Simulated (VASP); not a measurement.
A run of VASP 6.6.1 is set up as follows.

POSCAR

```
Al
1.0
    0.0379496250      2.0239800000      2.0239800000
    2.0239800000      0.0379496250      2.0239800000
    2.0619296250      2.0619296250      0.0000000000
Al
1
Direct
    0.0000000000      0.0000000000      0.0000000000
```

Contents of INCAR.step1:

```
SYSTEM = Al
ALGO = Normal
EDIFF = 1E-4
ENCUT = 520
GGA = PE
ISMEAR = 0
LASPH = .True.
LCHARG = .False.
LREAL = .False.
LWAVE = .True.
NBANDS = 8
NELM = 80
PREC = Accurate
SIGMA = 0.15
```

Contents of INCAR.step2:

```
SYSTEM = Al
ALGO = Normal
EDIFF = 1E-7
ENCUT = 520
ISIF = 2
ISMEAR = 0
ISTART = 1
LASPH = .True.
LCHARG = .False.
LMIXTAU = .True.
LREAL = .False.
LWAVE = .False.
METAGGA = R2SCAN
NBANDS = 8
NELM = 80
PREC = Accurate
SIGMA = 0.15
```

Contents of KPOINTS:

```
k-points
0
Gamma
  20 20 20
  0 0 0
```

Potentials or basis: VASP PAW PBE potentials, release 64 (Al).

Command:

```bash
$ cat potpaw_PBE.64/Al/POTCAR > POTCAR
$ cp INCAR.step1 INCAR
$ mpirun -np 1 vasp_std > vasp.out
$ cp INCAR.step2 INCAR
$ mpirun -np 1 vasp_std > vasp.out
```

Problem. What does it give for the pressure?

Solution. -3.6 GPa.

Problem. What does it give for the band gap on the k mesh?

Solution. Zero (an odd number of electrons rules out a gap without spin polarisation).

Stress tensor (GPa, compression positive):
```
-3.36 -1.42  0.00
-1.42 -3.36  0.00
 0.00  0.00 -4.06
```

Caveat: the cell differs from its parent crystal (strain +0.0375 x Voigt [0, 0, 0, 0, 0, 1]); the cell stands under tension; the PAW data sets were made with another functional, which shifts forces and pressure a little.
